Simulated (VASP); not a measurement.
A run of VASP 6.6.1 is set up as follows.

The input INCAR:

```
SYSTEM = TaS2
  PREC = Accurate
  ENCUT = 400
  EDIFF = 1E-6
  ISMEAR = 0
  SIGMA = 0.05
  LREAL = .FALSE.
  LASPH = .TRUE.
  NELM = 120
  ALGO = Normal
  ISIF = 2
  LWAVE = .FALSE.
  LCHARG = .TRUE.
  LDIPOL = .TRUE.
  IDIPOL = 3
  DIPOL = 0.5 0.5 0.500
  GGA = PE
  LELF = .TRUE.
  LVHAR = .TRUE.
  LVACPOTAV = .TRUE.
  NBANDS = 18
  GGA_COMPAT = .FALSE.
  NELMDL = -8
```

File KPOINTS:

```
Automatic mesh
0
G
  6 6 1
  0 0 0
```

Contents of POSCAR:

```
TaS2
1.0
    3.3806003760      0.0000000000      0.0000000000
   -1.6903001880      2.9276858060      0.0000000000
    0.0000000000      0.0000000000     26.1236725850
S Ta
2 1
Direct
    0.6666666667      0.3333333333      0.4413972847
    0.3333333333      0.6666666667      0.5586027153
    0.0000000000      0.0000000000      0.5000000000
```

Potentials or basis: VASP PAW PBE potentials, release 64 (S, Ta_pv).

The run is started by

```sh
$ cat potpaw_PBE.64/S/POTCAR potpaw_PBE.64/Ta_pv/POTCAR > POTCAR
$ mpirun -np 1 vasp_std > vasp.out
```

Question: Estimate the largest force.

Answer: 0.108 eV/Å.

Question: Estimate the band gap on the k mesh.

Answer: Zero (an odd number of electrons rules out a gap without spin polarisation).

Forces on the atoms (eV/Å):
```
S    0.000  0.000  0.108
S    0.000  0.000 -0.108
Ta   0.000  0.000  0.000
```

Caveat: spin-orbit coupling is left out, which moves the levels of the heavy elements.
